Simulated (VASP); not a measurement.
# SbAs3 (I4/mmm) in VASP: single point with PBE

Aim: the single point of SbAs3 with PBE.

All numbers are computed with VASP 6.6.1; they aren't measurements. Logs are shortened: lines on timing, memory, paths and dates and some standing lists are left out, and cuts for length are marked.

## Step 1: The cell of the first run

The structure is tetragonal, space group I4/mmm (No. 139). The conventional cell has a = 4.026 Å, b = 4.026 Å, c = 10.824 Å, α = 90.00°, β = 90.00°, γ = 90.00°. Within 3.8 Å of Sb (site symmetry 4/mmm) lie 12 As at 2.85 to 3.37 Å. As (site symmetry 4/mmm) has 4 Sb at 2.85 Å and 8 As at 3.37 Å within 3.8 Å. Within 3.8 Å of As (site symmetry -4m2) lie 8 As at 2.85 to 3.37 Å and 4 Sb at 3.37 Å.

## Step 2: Single point, PBE

INCAR reads:

```
SYSTEM = SbAs3
PREC     = Accurate       ! precision mode
ENCUT    = 520            ! plane-wave cutoff, eV
EDIFF    = 1E-7           ! SCF threshold, eV
ISMEAR   = 0              ! smearing method
SIGMA    = 0.1            ! smearing width, eV
LREAL    = .FALSE.        ! projectors in reciprocal space
LASPH    = .TRUE.         ! aspherical terms in the spheres
NELM     = 80             ! most SCF steps
ALGO     = Normal         ! electronic algorithm
ISIF     = 2              ! what is computed and relaxed
LWAVE    = .FALSE.        ! write WAVECAR
LCHARG   = .TRUE.         ! write CHGCAR
GGA      = PE             ! functional
LELF     = .TRUE.         ! ELF
LVHAR    = .TRUE.       
NBANDS   = 18             ! bands
```

KPOINTS reads:

```
regular mesh
0
G
  16 16 16
  0 0 0
```

POSCAR reads:

```
SbAs3
1.0
   -2.0128068358      2.0128068358      5.4119027417
    2.0128068358     -2.0128068358      5.4119027417
    2.0128068358      2.0128068358     -5.4119027417
Sb As
1 3
Direct
    0.0000000000      0.0000000000      0.0000000000
    0.5000000000      0.5000000000      0.0000000000
    0.2500000000      0.7500000000      0.5000000000
    0.7500000000      0.2500000000      0.5000000000
```

Potentials or basis: VASP PAW PBE potentials, release 64 (Sb, As).

Started as:

```console
$ cat potpaw_PBE.64/Sb/POTCAR potpaw_PBE.64/As/POTCAR > POTCAR
$ mpirun -np 1 vasp_std > vasp.out
```

OUTCAR:

```text
SYSTEM = SbAs3
   PREC = Accurate
   ENCUT = 520
   EDIFF = 1E-7
   ISMEAR = 0
   LREAL = .FALSE.
   LASPH = .TRUE.
   NELM = 80
   ISIF = 2
   GGA = PE

 ion  position               nearest neighbor table
   1  0.000  0.000  0.000-   2 2.85   2 2.85   2 2.85   2 2.85
   2  0.500  0.500  0.000-   1 2.85   1 2.85   1 2.85   1 2.85
   3  0.250  0.750  0.500-   4 2.85   4 2.85   4 2.85   4 2.85
   4  0.750  0.250  0.500-   3 2.85   3 2.85   3 2.85   3 2.85

  LATTYP: Found a body centered tetragonal cell.
 ALAT       =     4.0256136716
 C/A-ratio  =     2.6887342816

  Lattice vectors:

 A1 = (  -2.0128068358,   2.0128068358,   5.4119027417)
 A2 = (   2.0128068358,  -2.0128068358,   5.4119027417)
 A3 = (   2.0128068358,   2.0128068358,  -5.4119027417)

Analysis of symmetry for initial positions (statically):
=====================================================================
 Subroutine PRICEL returns:
 Original cell was already a primitive cell.

 Routine SETGRP: Setting up the symmetry group for a
 body centered tetragonal supercell.

 Subroutine GETGRP returns: Found 16 space group operations
 (whereof 16 operations were pure point group operations)
 out of a pool of 16 trial point group operations.

The static configuration has the point symmetry D_4h.

Analysis of symmetry for dynamics (positions and initial velocities):
=====================================================================
 Subroutine PRICEL returns:
 Original cell was already a primitive cell.

 Routine SETGRP: Setting up the symmetry group for a
 body centered tetragonal supercell.

 Subroutine GETGRP returns: Found 16 space group operations
 (whereof 16 operations were pure point group operations)
 out of a pool of 16 trial point group operations.

The dynamic configuration has the point symmetry D_4h.

 Subroutine INISYM returns: Found 16 space group operations
 (whereof 16 operations are pure point group operations),
 and found     1 'primitive' translations

----------------------------------------------------------------------------------------

                                     Primitive cell

  volume of cell :      87.7029

  direct lattice vectors                    reciprocal lattice vectors
    -2.012806836  2.012806836  5.411902742     0.000000000  0.248409331  0.092388948
     2.012806836 -2.012806836  5.411902742     0.248409331  0.000000000  0.092388948
     2.012806836  2.012806836 -5.411902742     0.248409331  0.248409331  0.000000000

  length of vectors
     6.114856826  6.114856826  6.114856826     0.265033797  0.265033797  0.351303845

  position of ions in fractional coordinates (direct lattice)
     0.000000000  0.000000000  0.000000000
     0.500000000  0.500000000  0.000000000
     0.250000000  0.750000000  0.500000000
     0.750000000  0.250000000  0.500000000

  ion indices of the primitive-cell ions
   primitive index   ion index
                 1           1
                 2           2
                 3           3
                 4           4

----------------------------------------------------------------------------------------

 KPOINTS: regular mesh

Automatic generation of k-mesh.
 Grid dimensions read from file:
 generate k-points for:   16   16   16

 Generating k-lattice:

  Cartesian coordinates                     Fractional coordinates (reciprocal lattice)
     0.000000000  0.015525583  0.005774309     0.062500000  0.000000000  0.000000000
     0.015525583  0.000000000  0.005774309     0.000000000  0.062500000  0.000000000
     0.015525583  0.015525583  0.000000000     0.000000000  0.000000000  0.062500000

  Length of vectors
     0.016564612  0.016564612  0.021956490

  Shift w.r.t. Gamma in fractional coordinates (k-lattice)
     0.000000000  0.000000000  0.000000000

 Subroutine IBZKPT returns following result:
 ===========================================

 Found    349 irreducible k-points:

 Following reciprocal coordinates:
            Coordinates               Weight
  0.000000  0.000000  0.000000      1.000000
  0.062500  0.000000  0.000000      8.000000
  0.125000  0.000000  0.000000      8.000000
  0.187500 -0.000000  0.000000      8.000000
  0.250000  0.000000  0.000000      8.000000
  0.312500 -0.000000  0.000000      8.000000
[... 16 lines left out ...]
 -0.125000  0.062500  0.000000     16.000000
 -0.062500  0.062500  0.000000      4.000000
 [... further k-points ...]
   k-points           NKPTS =    349   k-points in BZ     NKDIM =    349   number of bands    NBANDS=     18
   number of dos      NEDOS =    301   number of ions     NIONS =      4
   total plane-waves  NPLWV = 110592
   dimension x,y,z NGX =    48 NGY =   48 NGZ =   48
   dimension x,y,z NGXF=    96 NGYF=   96 NGZF=   96
   ions per type =               1   3
   NGX,Y,Z   is equivalent  to a cutoff of  13.05, 13.05, 13.05 a.u.
   NGXF,Y,Z  is equivalent  to a cutoff of  26.10, 26.10, 26.10 a.u.
 SYSTEM =  SbAs3
   PREC   = accura    normal or accurate (medium, high low for compatibility)
   ISTART =      0    job   : 0-new  1-cont  2-samecut
   ICHARG =      2    charge: 1-file 2-atom 10-const
   ISPIN  =      1    spin polarized calculation?
   LNONCOLLINEAR =      F non collinear calculations
   LSORBIT =      F    spin-orbit coupling
   LASPH  =      T    aspherical Exc in radial PAW
   ENCUT  =  520.0 eV  38.22 Ry    6.18 a.u.  11.37 11.37 11.37*2*pi/ulx,y,z
   NELM   =     80;   NELMIN=  2; NELMDL= -5     # of ELM steps
   EDIFF  = 0.1E-06   stopping-criterion for ELM
   LREAL  =      F    real-space projection
   EDIFFG = 0.1E-05   stopping-criterion for IOM
   NSW    =      0    number of steps for IOM
   IBRION =     -1    ionic relax: 0-MD 1-quasi-New 2-CG
   NFREE  =      0    steps in history (QN), initial steepest desc. (CG)
   ISIF   =      2    stress and relaxation
   ISYM   =      2    0-nonsym 1-usesym 2-fastsym
   POTIM  = 0.5000    time-step for ionic-motion
   TEBEG  =    0.0;   TEEND  =   0.0 temperature during run
   PSTRESS=    0.0 pullay stress
   NELECT =      20.0000    total number of electrons
   NUPDOWN=      -1.0000    fix difference up-down
   EMIN   =  10.00;   EMAX   =-10.00  energy-range for DOS
   EFERMI =   0.00;   METHOD = LEGACY
   ISMEAR =     0;   SIGMA  =   0.10  broadening in eV -4-tet -1-fermi 0-gaus
   EFERMI_NEDOS =   21; number of points for ismear=-14 and -15
   IALGO  =     38    algorithm
   IMIX   =      4    mixing-type and parameters
     AMIX     =   0.40;   BMIX     =  1.00
     AMIX_MAG =   1.60;   BMIX_MAG =  1.00
  volume/ion in A,a.u.               =      21.93       147.96
  Fermi-wavevector in a.u.,A,eV,Ry     =   1.000184  1.890075 13.610846  1.000369
  Thomas-Fermi vector in A             =   2.132524
   LORBIT       =      0    0 simple, 1 ext, 2 COOP (PROOUT), +10 PAW based schemes
   GGA     = PE    functional components
   LHFCALC =     F    Hartree Fock is set to
   AEXX    =    0.0000 exact exchange contribution
   IVDW    =     0    specifies the selected vdW correction
   LEPSILON=     F    determine dielectric tensor
   LRPA    =     F    only Hartree local field effects (RPA)
 non-spin polarized calculation
 Gauss-broadening in eV      SIGMA  =   0.10
  energy-cutoff  :      520.00
  volume of cell :       87.70
 maximum number of plane-waves:      2403
 NGX is ok and might be reduce to    48
   NGX = 23   NGY = 23   NGZ = 23

 number of electron      20.0000001 magnetization

 Free energy of the ion-electron system (eV)
  ---------------------------------------------------
  ext. energy  EPLUGINS =         0.00000000
  ---------------------------------------------------
  free energy    TOTEN  =       -16.36751741 eV

  energy without entropy =      -16.35530926  energy(sigma->0) =      -16.36141334

 E-fermi :   6.6275     XC(G=0): -10.3819

 val. band max:        6.6219756122   @ k =  -0.3750  -0.4375   0.1875
 cond. band min:       6.6279750062   @ k =  -0.4375   0.2500  -0.0000
 fundamental gap:      0.0059993940
 Fermi energy:         6.6275343204

 k-point     1 :       0.0000    0.0000    0.0000
  band No.  band energies     occupation
      1      -7.5849      2.00000
      2      -4.6442      2.00000
      3      -1.0360      2.00000
      4       0.3523      2.00000
      5       0.4593      2.00000
      6       3.2854      2.00000
[... 10 lines left out ...]
     17      12.7785      0.00000
     18      13.7735      0.00000

 k-point     2 :       0.0625    0.0000    0.0000
  band No.  band energies     occupation
      1      -7.5465      2.00000
      2      -4.6306      2.00000
      3      -1.1461      2.00000
      4       0.1507      2.00000
      5       0.5268      2.00000
      6       3.2615      2.00000
[... 10 lines left out ...]
     17      12.6821      0.00000
     18      13.5940      0.00000

 k-point     3 :       0.1250    0.0000    0.0000
  band No.  band energies     occupation
      1      -7.4312      2.00000
      2      -4.5891      2.00000
      3      -1.4560      2.00000
      4      -0.3338      2.00000
      5       0.7072      2.00000
      6       3.2752      2.00000
[... 10 lines left out ...]
     17      12.3930      0.00000
     18      13.2532      0.00000

 k-point     4 :       0.1875   -0.0000    0.0000
  band No.  band energies     occupation
      1      -7.2398      2.00000
      2      -4.5179      2.00000
      3      -1.9247      2.00000
      4      -0.9268      2.00000
      5       0.9984      2.00000
      6       3.3638      2.00000
[... 375 lines left out ...]
      4      -0.9735      2.00000
      5       0.9175      2.00000
      6       2.9136      2.00000
[... 10 lines left out ...]
     17      12.3137      0.00000
     18      13.1042      0.00000

 k-point    23 :      -0.1250    0.0625    0.0000
  band No.  band energies     occupation
      1      -7.4103      2.00000
      2      -4.5207      2.00000
      3      -1.5191      2.00000
      4      -0.4100      2.00000
      5       0.6665      2.00000
      6       2.9227      2.00000
[... 10 lines left out ...]
     17      12.5333      0.00000
     18      13.2773      0.00000

 k-point    24 :      -0.0625    0.0625    0.0000
  band No.  band energies     occupation
      1      -7.5168      2.00000
      2      -4.5887      2.00000
      3      -1.2426      2.00000
      4       0.0066      2.00000
      5       0.5319      2.00000
      6       3.0499      2.00000
[... 10 lines left out ...]
     17      12.6787      0.00000
     18      13.5490      0.00000

 [... further k-points ...]
[... 5 lines left out ...]
  --------------------------------------------------------------------------------------
  -------------------------------------------------------------------------------------
  Total        0.0164134      0.0164134     -0.0320051      0.0000000     -0.0000000     -0.0000000
  in kB        0.2998432      0.2998432     -0.5846760      0.0000000     -0.0000000     -0.0000000
  external PRESSURE =       0.0050035 kB  Pullay stress =       0.0000000 kB

 VOLUME and BASIS-vectors are now :
 -----------------------------------------------------------------------------
  energy-cutoff  :      520.00
  volume of cell :       87.70
      direct lattice vectors                 reciprocal lattice vectors
    -2.012806836  2.012806836  5.411902742     0.000000000  0.248409331  0.092388948
     2.012806836 -2.012806836  5.411902742     0.248409331  0.000000000  0.092388948
     2.012806836  2.012806836 -5.411902742     0.248409331  0.248409331  0.000000000

 POSITION                                       TOTAL-FORCE (eV/Angst)
 -----------------------------------------------------------------------------------
      0.00000      0.00000      0.00000         0.000000      0.000000      0.000000
      0.00000      0.00000      5.41190         0.000000      0.000000      0.000000
      2.01281      0.00000      2.70595        -0.000000      0.000000     -0.000000
      0.00000      2.01281      2.70595         0.000000     -0.000000      0.000000
 -----------------------------------------------------------------------------------
    total drift:                                0.000000     -0.000000      0.000000

  FREE ENERGIE OF THE ION-ELECTRON SYSTEM (eV)
  ---------------------------------------------------
  free  energy   TOTEN  =       -16.3675174088 eV

  energy  without entropy=      -16.3553092613  energy(sigma->0) =      -16.36141334
```

Run time: 12 min. Hardware: 1 thread of Intel Xeon Platinum 8488C (Sapphire Rapids), shared host; peak memory 0.72 GiB.

What came out:

```
Free energy            : -16.3675 eV
Pressure               : 0.0 GPa
Band gap on the k mesh : zero (bands 10 and 11 overlap by 2.07 eV)
```

Stress tensor (GPa, compression positive):
```
 0.03  0.00  0.00
 0.00  0.03  0.00
 0.00  0.00 -0.06
```

Caveat: spin-orbit coupling is left out, which moves the levels of the heavy elements.
